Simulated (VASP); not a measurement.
# KF (Fm-3m) in VASP: further runs

The runs below take KF through single point, relaxation of cell and atoms, with PBE.

All numbers are computed with VASP 6.6.1; they aren't measurements. Logs are shortened: lines on timing, memory, paths and dates and some standing lists are left out, and cuts for length are marked.

## Step 1: The cell of the first run

Symmetry: Fm-3m, No. 225, cubic system. The conventional cell has a = 5.421 Å, b = 5.421 Å, c = 5.421 Å, α = 90.00°, β = 90.00°, γ = 90.00°. Within 3.6 Å of K (site symmetry m-3m) lie 6 F at 2.71 Å. Within 3.6 Å of F (site symmetry m-3m) lie 6 K at 2.71 Å.

## Step 2: Single point, PBE

INCAR

```
SYSTEM = KF
ALGO = Normal
EDIFF = 1E-6
ENCUT = 520
GGA = PE
ISIF = 2
ISMEAR = 0
LASPH = .TRUE.
LCHARG = .FALSE.
LREAL = .FALSE.
LWAVE = .FALSE.
NBANDS = 42
NELM = 60
PREC = Accurate
SIGMA = 0.02
```

KPOINTS

```
k-points
0
G
  6 6 6
  0 0 0
```

POSCAR

```
KF
1.0
    0.0000000000     -5.4206645362      0.0000000000
    0.0000000000      0.0000000000      5.4206645362
   -5.4206645362      0.0000000000      0.0000000000
K F
4 4
Direct
    0.0000000000      0.5000000000      0.5000000000
    0.5000000000      0.5000000000      1.0000000000
    0.0000000000      0.0000000000      0.0000000000
    0.5000000000      0.0000000000      0.5000000000
    0.0000000000      0.5000000000      0.0000000000
    0.5000000000      0.5000000000      0.5000000000
    0.0000000000      0.0000000000      0.5000000000
    0.5000000000      0.0000000000      0.0000000000
```

Potentials or basis: VASP PAW PBE potentials, release 64 (K_sv, F).

Started as:

```console
> cat potpaw_PBE.64/K_sv/POTCAR potpaw_PBE.64/F/POTCAR > POTCAR
> mpirun -np 1 vasp_std > vasp.out
```

OUTCAR:

```text
SYSTEM = KF
   EDIFF = 1E-6
   ENCUT = 520
   GGA = PE
   ISIF = 2
   ISMEAR = 0
   LASPH = .TRUE.
   LREAL = .FALSE.
   NELM = 60
   PREC = Accurate

 ion  position               nearest neighbor table
   1  0.000  0.500  0.500-   5 2.71   6 2.71   7 2.71   5 2.71   7 2.71   6 2.71
   2  0.500  0.500  0.000-   5 2.71   6 2.71   8 2.71   6 2.71   8 2.71   5 2.71
   3  0.000  0.000  0.000-   5 2.71   7 2.71   8 2.71   7 2.71   5 2.71   8 2.71
   4  0.500  0.000  0.500-   6 2.71   7 2.71   8 2.71   8 2.71   6 2.71   7 2.71
   5  0.000  0.500  0.000-   1 2.71   2 2.71   3 2.71   1 2.71   3 2.71   2 2.71
   6  0.500  0.500  0.500-   1 2.71   2 2.71   4 2.71   2 2.71   4 2.71   1 2.71
   7  0.000  0.000  0.500-   1 2.71   3 2.71   4 2.71   3 2.71   1 2.71   4 2.71
   8  0.500  0.000  0.000-   2 2.71   3 2.71   4 2.71   4 2.71   2 2.71   3 2.71

  LATTYP: Found a simple cubic cell.
 ALAT       =     5.4206645362

  Lattice vectors:

 A1 = (   0.0000000000,  -5.4206645362,   0.0000000000)
 A2 = (   0.0000000000,   0.0000000000,   5.4206645362)
 A3 = (  -5.4206645362,   0.0000000000,   0.0000000000)

Analysis of symmetry for initial positions (statically):
=====================================================================
 Subroutine PRICEL returns following result:

  LATTYP: Found a face centered cubic cell.
 ALAT       =     5.4206645362

  Lattice vectors:

 A1 = (   0.0000000000,  -2.7103322681,  -2.7103322681)
 A2 = (  -2.7103322681,  -2.7103322681,   0.0000000000)
 A3 = (  -2.7103322681,   0.0000000000,  -2.7103322681)

   4 primitive cells build up your supercell.

 Routine SETGRP: Setting up the symmetry group for a
 simple cubic supercell.

 Subroutine GETGRP returns: Found 48 space group operations
 (whereof 48 operations were pure point group operations)
 out of a pool of 48 trial point group operations.

The static configuration has the point symmetry O_h .

Analysis of symmetry for dynamics (positions and initial velocities):
=====================================================================
 Subroutine PRICEL returns following result:

  LATTYP: Found a face centered cubic cell.
 ALAT       =     5.4206645362

  Lattice vectors:

 A1 = (   0.0000000000,  -2.7103322681,  -2.7103322681)
 A2 = (  -2.7103322681,  -2.7103322681,   0.0000000000)
 A3 = (  -2.7103322681,   0.0000000000,  -2.7103322681)

[... 107 lines left out ...]
   NSW    =      0    number of steps for IOM
   IBRION =     -1    ionic relax: 0-MD 1-quasi-New 2-CG
   NFREE  =      0    steps in history (QN), initial steepest desc. (CG)
   ISIF   =      2    stress and relaxation
   ISYM   =      2    0-nonsym 1-usesym 2-fastsym
   POTIM  = 0.5000    time-step for ionic-motion
   TEBEG  =    0.0;   TEEND  =   0.0 temperature during run
   PSTRESS=    0.0 pullay stress
   NELECT =      64.0000    total number of electrons
   NUPDOWN=      -1.0000    fix difference up-down
   EMIN   =  10.00;   EMAX   =-10.00  energy-range for DOS
   EFERMI =   0.00;   METHOD = LEGACY
   ISMEAR =     0;   SIGMA  =   0.02  broadening in eV -4-tet -1-fermi 0-gaus
   EFERMI_NEDOS =   21; number of points for ismear=-14 and -15
   IALGO  =     38    algorithm
   IMIX   =      4    mixing-type and parameters
     AMIX     =   0.40;   BMIX     =  1.00
     AMIX_MAG =   1.60;   BMIX_MAG =  1.00
  volume/ion in A,a.u.               =      19.91       134.36
  Fermi-wavevector in a.u.,A,eV,Ry     =   1.208043  2.282870 19.855896  1.459367
  Thomas-Fermi vector in A             =   2.343662
   LORBIT       =      0    0 simple, 1 ext, 2 COOP (PROOUT), +10 PAW based schemes
   GGA     = PE    functional components
   LHFCALC =     F    Hartree Fock is set to
   AEXX    =    0.0000 exact exchange contribution
   IVDW    =     0    specifies the selected vdW correction
   LEPSILON=     F    determine dielectric tensor
   LRPA    =     F    only Hartree local field effects (RPA)
 non-spin polarized calculation
 Gauss-broadening in eV      SIGMA  =   0.02
  energy-cutoff  :      520.00
  volume of cell :      159.28
 maximum number of plane-waves:      4337
   NGX = 21   NGY = 21   NGZ = 21

 number of electron      63.9999962 magnetization

 Free energy of the ion-electron system (eV)
  ---------------------------------------------------
  ext. energy  EPLUGINS =         0.00000000
  ---------------------------------------------------
  free energy    TOTEN  =       -33.19727723 eV

  energy without entropy =      -33.19727723  energy(sigma->0) =      -33.19727723

 E-fermi :  -2.8068     XC(G=0):  -8.2112

 val. band max:       -2.9148717513   @ k =   0.0000   0.0000   0.0000
 cond. band min:       3.0316996468   @ k =   0.0000   0.0000   0.0000
 fundamental gap:      5.9465713981
 Fermi energy:        -2.8067549941

 k-point     1 :       0.0000    0.0000    0.0000
  band No.  band energies     occupation
      1     -29.1746      2.00000
      2     -29.0800      2.00000
      3     -29.0800      2.00000
      4     -29.0800      2.00000
      5     -21.5566      2.00000
      6     -21.5566      2.00000
[... 889 lines left out ...]
     41       8.9522      0.00000
     42       8.9522      0.00000

------------------------ aborting loop because EDIFF is reached ----------------------------------------

  FORCE on cell =-STRESS in cart. coord.  units (eV):
  Direction    XX          YY          ZZ          XY          YZ          ZX
  --------------------------------------------------------------------------------------
  -------------------------------------------------------------------------------------
  Total        0.0295835      0.0295835      0.0295835     -0.0000000     -0.0000000     -0.0000000
  in kB        0.2975794      0.2975794      0.2975794     -0.0000000     -0.0000000     -0.0000000
  external PRESSURE =       0.2975794 kB  Pullay stress =       0.0000000 kB

 VOLUME and BASIS-vectors are now :
 -----------------------------------------------------------------------------
  energy-cutoff  :      520.00
  volume of cell :      159.28
      direct lattice vectors                 reciprocal lattice vectors
     0.000000000 -5.420664536  0.000000000     0.000000000 -0.184479226  0.000000000
     0.000000000  0.000000000  5.420664536     0.000000000  0.000000000  0.184479226
    -5.420664536  0.000000000  0.000000000    -0.184479226  0.000000000  0.000000000

 POSITION                                       TOTAL-FORCE (eV/Angst)
 -----------------------------------------------------------------------------------
     -2.71033      0.00000      2.71033         0.000000      0.000000      0.000000
      0.00000     -2.71033      2.71033        -0.000000     -0.000000     -0.000000
      0.00000      0.00000      0.00000        -0.000000      0.000000     -0.000000
     -2.71033     -2.71033      0.00000         0.000000     -0.000000     -0.000000
      0.00000      0.00000      2.71033        -0.000000     -0.000000     -0.000000
     -2.71033     -2.71033      2.71033         0.000000      0.000000      0.000000
     -2.71033      0.00000      0.00000         0.000000      0.000000      0.000000
      0.00000     -2.71033      0.00000        -0.000000     -0.000000     -0.000000
 -----------------------------------------------------------------------------------
    total drift:                                0.000000     -0.000000      0.000000

  FREE ENERGIE OF THE ION-ELECTRON SYSTEM (eV)
  ---------------------------------------------------
  free  energy   TOTEN  =       -33.1972772311 eV

  energy  without entropy=      -33.1972772311  energy(sigma->0) =      -33.19727723
```

OSZICAR:

```text
N       E                     dE             d eps       ncg     rms          rms(c)
DAV:   1     0.569379189597E+03    0.56938E+03   -0.32862E+04  1680   0.146E+03
DAV:   2     0.862647440999E+00   -0.56852E+03   -0.54986E+03  2090   0.418E+02
DAV:   3    -0.341369402987E+02   -0.35000E+02   -0.34824E+02  2072   0.971E+01
DAV:   4    -0.382669082910E+02   -0.41300E+01   -0.41221E+01  2878   0.188E+01
DAV:   5    -0.383051458050E+02   -0.38238E-01   -0.38234E-01  2128   0.258E+00    0.126E+01
DAV:   6    -0.332585107991E+02    0.50466E+01   -0.21053E+01  1946   0.205E+01    0.698E+00
DAV:   7    -0.331991095067E+02    0.59401E-01   -0.11096E+00  2128   0.440E+00    0.454E+00
DAV:   8    -0.331870483093E+02    0.12061E-01   -0.24385E-01  1914   0.322E+00    0.502E-01
DAV:   9    -0.331933602065E+02   -0.63119E-02   -0.41990E-02  2054   0.853E-01    0.217E-01
DAV:  10    -0.331975036866E+02   -0.41435E-02   -0.10571E-02  1980   0.522E-01    0.209E-01
DAV:  11    -0.331974558984E+02    0.47788E-04   -0.30550E-04  2468   0.796E-02    0.175E-01
DAV:  12    -0.331972576824E+02    0.19822E-03   -0.16457E-03  1910   0.176E-01    0.480E-02
DAV:  13    -0.331972748667E+02   -0.17184E-04   -0.11068E-04  2168   0.439E-02    0.360E-02
DAV:  14    -0.331972773476E+02   -0.24809E-05   -0.16784E-05  1810   0.185E-02    0.167E-02
DAV:  15    -0.331972772311E+02    0.11649E-06   -0.21270E-06  1504   0.820E-03
   1 F= -.33197277E+02 E0= -.33197277E+02  d E =-.327255E-16
```

stdout:

```text
POSCAR found type information on POSCAR K F
 POSCAR found :  2 types and       8 ions
 scaLAPACK will be used
 LDA part: xc-table for (Slater+PW92), standard interpolation
 POSCAR, INCAR and KPOINTS ok, starting setup
 FFT: planning ... GRIDC
 FFT: planning ... GRID_SOFT
 FFT: planning ... GRID
 WAVECAR not read
 entering main loop
```

Run time: 91 s. Hardware: 1 thread of Intel Xeon Platinum 8488C (Sapphire Rapids), shared host; peak memory 0.28 GiB.

What came out:

* Free energy: -33.1973 eV
* Pressure: 0.0 GPa
* Band gap on the k mesh: 5.95 eV

Levels at points of the mesh, in eV from the valence-band top:
| k point | band 29 | band 30 | band 31 | band 32 | band 33 | band 34 | band 35 | band 36 |
| --- | --- | --- | --- | --- | --- | --- | --- | --- |
| (0.00, 0.00, 0.00) | -0.07 | 0.00 | 0.00 | 0.00 | 5.95 | 8.16 | 8.16 | 8.16 |
| (0.50, 0.00, 0.00) | -0.05 | -0.05 | -0.05 | -0.05 | 7.71 | 7.71 | 9.10 | 9.10 |
| (0.50, 0.50, 0.00) | -0.13 | -0.13 | -0.13 | -0.13 | 8.85 | 8.85 | 8.85 | 8.85 |
| (0.50, 0.50, 0.50) | -0.31 | -0.31 | -0.31 | -0.31 | 8.89 | 8.89 | 8.89 | 8.89 |

## Step 3: Relaxation of cell and atoms, PBE

INCAR

```
SYSTEM = KF
  ALGO = Normal
  EDIFF = 1E-6
  EDIFFG = -0.015
  ENCUT = 600
  GGA = PE
  IBRION = 2
  ISIF = 3
  ISMEAR = 0
  LASPH = .True.
  LCHARG = .False.
  LREAL = .False.
  LWAVE = .False.
  NELM = 80
  NSW = 80
  PREC = Accurate
  SIGMA = 0.02
```

KPOINTS

```
k-points
0
Gamma
  6 6 6
  0 0 0
```

POSCAR is that of step 2.

Potentials or basis: VASP PAW PBE potentials, release 64 (K_sv, F).

Started as:

```console
> cat potpaw_PBE.64/K_sv/POTCAR potpaw_PBE.64/F/POTCAR > POTCAR
> mpirun -np 1 vasp_std > vasp.out
```

OUTCAR:

```text
SYSTEM = KF
   EDIFF = 1E-6
   EDIFFG = -0.015
   ENCUT = 600
   GGA = PE
   IBRION = 2
   ISIF = 3
   ISMEAR = 0
   LASPH = .True.
   LREAL = .False.
   NELM = 80
   NSW = 80
   PREC = Accurate

 ion  position               nearest neighbor table
   1  0.000  0.500  0.500-   5 2.71   6 2.71   7 2.71   5 2.71   7 2.71   6 2.71
   2  0.500  0.500  0.000-   5 2.71   6 2.71   8 2.71   6 2.71   8 2.71   5 2.71
   3  0.000  0.000  0.000-   5 2.71   7 2.71   8 2.71   7 2.71   5 2.71   8 2.71
   4  0.500  0.000  0.500-   6 2.71   7 2.71   8 2.71   8 2.71   6 2.71   7 2.71
   5  0.000  0.500  0.000-   1 2.71   2 2.71   3 2.71   1 2.71   3 2.71   2 2.71
   6  0.500  0.500  0.500-   1 2.71   2 2.71   4 2.71   2 2.71   4 2.71   1 2.71
   7  0.000  0.000  0.500-   1 2.71   3 2.71   4 2.71   3 2.71   1 2.71   4 2.71
   8  0.500  0.000  0.000-   2 2.71   3 2.71   4 2.71   4 2.71   2 2.71   3 2.71

  LATTYP: Found a simple cubic cell.
 ALAT       =     5.4206645362

  Lattice vectors:

 A1 = (   0.0000000000,  -5.4206645362,   0.0000000000)
 A2 = (   0.0000000000,   0.0000000000,   5.4206645362)
 A3 = (  -5.4206645362,   0.0000000000,   0.0000000000)

Analysis of symmetry for initial positions (statically):
=====================================================================
 Subroutine PRICEL returns following result:

  LATTYP: Found a face centered cubic cell.
 ALAT       =     5.4206645362

  Lattice vectors:

 A1 = (   0.0000000000,  -2.7103322681,  -2.7103322681)
 A2 = (  -2.7103322681,  -2.7103322681,   0.0000000000)
 A3 = (  -2.7103322681,   0.0000000000,  -2.7103322681)

   4 primitive cells build up your supercell.

 Routine SETGRP: Setting up the symmetry group for a
 simple cubic supercell.

 Subroutine GETGRP returns: Found 48 space group operations
 (whereof 48 operations were pure point group operations)
 out of a pool of 48 trial point group operations.

The static configuration has the point symmetry O_h .

Analysis of symmetry for dynamics (positions and initial velocities):
[... 144 lines left out ...]
   IVDW    =     0    specifies the selected vdW correction
   LEPSILON=     F    determine dielectric tensor
   LRPA    =     F    only Hartree local field effects (RPA)
 conjugate gradient relaxation of ions
 non-spin polarized calculation
 Gauss-broadening in eV      SIGMA  =   0.02
  energy-cutoff  :      600.00
  volume of cell :      159.28
 maximum number of plane-waves:      5400
 NGX is ok and might be reduce to    48
   NGX = 21   NGY = 21   NGZ = 21

 number of electron      63.9999961 magnetization

 Free energy of the ion-electron system (eV)
  ---------------------------------------------------
  ext. energy  EPLUGINS =         0.00000000
  ---------------------------------------------------
  free energy    TOTEN  =       -33.20450554 eV

  energy without entropy =      -33.20450554  energy(sigma->0) =      -33.20450554

 E-fermi :  -2.8263     XC(G=0):  -8.2109

 val. band max:       -2.9168746284   @ k =   0.0000   0.0000   0.0000
 cond. band min:       3.0315364813   @ k =   0.0000   0.0000   0.0000
 fundamental gap:      5.9484111097
 Fermi energy:        -2.8263119075

 k-point     1 :       0.0000    0.0000    0.0000
  band No.  band energies     occupation
      1     -29.1744      2.00000
      2     -29.0797      2.00000
      3     -29.0797      2.00000
      4     -29.0797      2.00000
      5     -21.5584      2.00000
      6     -21.5584      2.00000
[... 809 lines left out ...]
     37       7.3736      0.00000
     38       7.3736      0.00000

------------------------ aborting loop because EDIFF is reached ----------------------------------------

  FORCE on cell =-STRESS in cart. coord.  units (eV):
  Direction    XX          YY          ZZ          XY          YZ          ZX
  --------------------------------------------------------------------------------------
  -------------------------------------------------------------------------------------
  Total       -0.0186995     -0.0186995     -0.0186995     -0.0000000     -0.0000000     -0.0000000
  in kB       -0.1880975     -0.1880975     -0.1880975     -0.0000000     -0.0000000     -0.0000000
  external PRESSURE =      -0.1880975 kB  Pullay stress =       0.0000000 kB

 VOLUME and BASIS-vectors are now :
 -----------------------------------------------------------------------------
  energy-cutoff  :      600.00
  volume of cell :      159.28
      direct lattice vectors                 reciprocal lattice vectors
     0.000000000 -5.420664536  0.000000000     0.000000000 -0.184479226  0.000000000
     0.000000000  0.000000000  5.420664536     0.000000000  0.000000000  0.184479226
    -5.420664536  0.000000000  0.000000000    -0.184479226  0.000000000  0.000000000

 POSITION                                       TOTAL-FORCE (eV/Angst)
 -----------------------------------------------------------------------------------
     -2.71033      0.00000      2.71033        -0.000000      0.000000     -0.000000
      0.00000     -2.71033      2.71033        -0.000000      0.000000      0.000000
      0.00000      0.00000      0.00000        -0.000000      0.000000      0.000000
     -2.71033     -2.71033      0.00000        -0.000000      0.000000      0.000000
      0.00000      0.00000      2.71033         0.000000     -0.000000      0.000000
     -2.71033     -2.71033      2.71033         0.000000      0.000000     -0.000000
     -2.71033      0.00000      0.00000         0.000000     -0.000000     -0.000000
      0.00000     -2.71033      0.00000         0.000000     -0.000000      0.000000
 -----------------------------------------------------------------------------------
    total drift:                               -0.000000     -0.000000      0.000000

  FREE ENERGIE OF THE ION-ELECTRON SYSTEM (eV)
  ---------------------------------------------------
  free  energy   TOTEN  =       -33.2045055440 eV

  energy  without entropy=      -33.2045055440  energy(sigma->0) =      -33.20450554

 reached required accuracy - stopping structural energy minimisation
```

It took 2.2 min on 1 thread of Intel Xeon Platinum 8488C (Sapphire Rapids), shared host; peak memory 0.37 GiB.

Results:

```
Free energy             : -33.2045 eV
Pressure after relaxing : 0.0 GPa
Band gap on the k mesh  : 5.95 eV
```

Final structure:
```
K F
1.0
     0.00000   -5.42066    0.00000
     0.00000    0.00000    5.42066
    -5.42066    0.00000    0.00000
K F
4 4
Cartesian
  -2.7103 0.0000 2.7103
  0.0000 -2.7103 2.7103
  0.0000 0.0000 0.0000
  -2.7103 -2.7103 0.0000
  0.0000 0.0000 2.7103
  -2.7103 -2.7103 2.7103
  -2.7103 0.0000 0.0000
  0.0000 -2.7103 0.0000
```

Levels at points of the mesh, in eV from the valence-band top:
```
           k point  band 28  band 29  band 30  band 31  band 32  band 33  band 34  band 35  band 36  band 37
(0.00, 0.00, 0.00)    -0.06    -0.06     0.00     0.00     0.00     5.95     8.16     8.16     8.16    10.07
(0.50, 0.00, 0.00)    -0.17    -0.05    -0.05    -0.05    -0.05     7.71     7.71     9.10     9.10     9.59
(0.50, 0.50, 0.00)    -0.29    -0.13    -0.13    -0.13    -0.13     8.85     8.85     8.85     8.85     9.71
(0.50, 0.50, 0.50)    -0.31    -0.31    -0.31    -0.31    -0.31     8.89     8.89     8.89     8.89    10.29
```

Caveat: the relaxation stopped at its first step, so nothing moved. A k mesh can miss the band edges.
